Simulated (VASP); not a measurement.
Crystal: Mg2CdSe3.

```
Mg Cd Se
1.0
     4.08283    0.00000    0.00000
    -2.04142    3.53584    0.00000
     0.00000    0.00000   19.77855
Mg Cd Se
4 2 6
Direct
  0.66667 0.33333 0.16610
  0.66667 0.33333 0.83277
  0.33333 0.66667 0.33277
  0.33333 0.66667 0.66610
  0.66667 0.33333 0.49944
  0.33333 0.66667 0.99944
  0.66667 0.33333 0.29223
  0.66667 0.33333 0.62556
  0.66667 0.33333 0.95890
  0.33333 0.66667 0.12556
  0.33333 0.66667 0.45890
  0.33333 0.66667 0.79223
```

* Program: VASP 6.6.1
* Task: relaxation of cell and atoms
* Functional: PBE
* Potentials or basis: VASP PAW PBE potentials, release 64 (Mg, Cd, Se)
* Cutoff: 600 eV
* k mesh: 6 × 6 × 1
* Occupations: gaussian, width 0.1 eV
* Spin: no spin polarisation

At the start: pressure 10.6 GPa; volume 23.79 Å³/atom.

**Question.** Where does the relaxation end?

**Answer.** Over 8 steps the energy falls by 128.3 meV/atom and the volume is 27.88 Å³/atom (+17.2 %); space group P6_3mc (No. 186, to 0.1 Å) before and after.

The path:
| step | energy change (eV) | largest force (eV/Å) | pressure (GPa) | volume (Å³) |
| --- | --- | --- | --- | --- |
| 1 | 0.0000 | 0.9177 | 10.59 | 285.53 |
| 2 | -1.3576 | 0.1661 | -2.32 | 355.58 |
| 3 | -1.5023 | 0.2496 | -0.03 | 335.86 |
| 4 | -1.5022 | 0.2408 | -0.17 | 336.92 |
| 5 | -1.5148 | 0.1712 | -0.13 | 336.48 |
| 6 | -1.5349 | 0.1405 | -0.03 | 335.15 |
| 7 | -1.5357 | 0.1388 | 0.00 | 334.83 |
| 8 | -1.5398 | 0.0296 | 0.02 | 334.60 |

Final structure:
```xyz
12
Lattice="4.2998 0.0000 0.0000 -2.1499 3.7238 0.0000 0.0000 0.0000 20.8977" Properties=species:S:1:pos:R:3 pbc="T T T"
Mg    2.1499    1.2413    3.4980
Mg    2.1499    1.2413   17.3529
Mg    0.0000    2.4825    6.9041
Mg    0.0000    2.4825   13.9468
Cd    2.1499    1.2413   10.4676
Cd    0.0000    2.4825    0.0188
Se    2.1499    1.2413    6.1026
Se    2.1499    1.2413   13.1564
Se    2.1499    1.2413   19.9522
Se    0.0000    2.4825    2.7076
Se    0.0000    2.4825    9.5033
Se    0.0000    2.4825   16.5515
```

Caveat: the volume moved by over 15 % at a fixed basis, so the end points are rough.
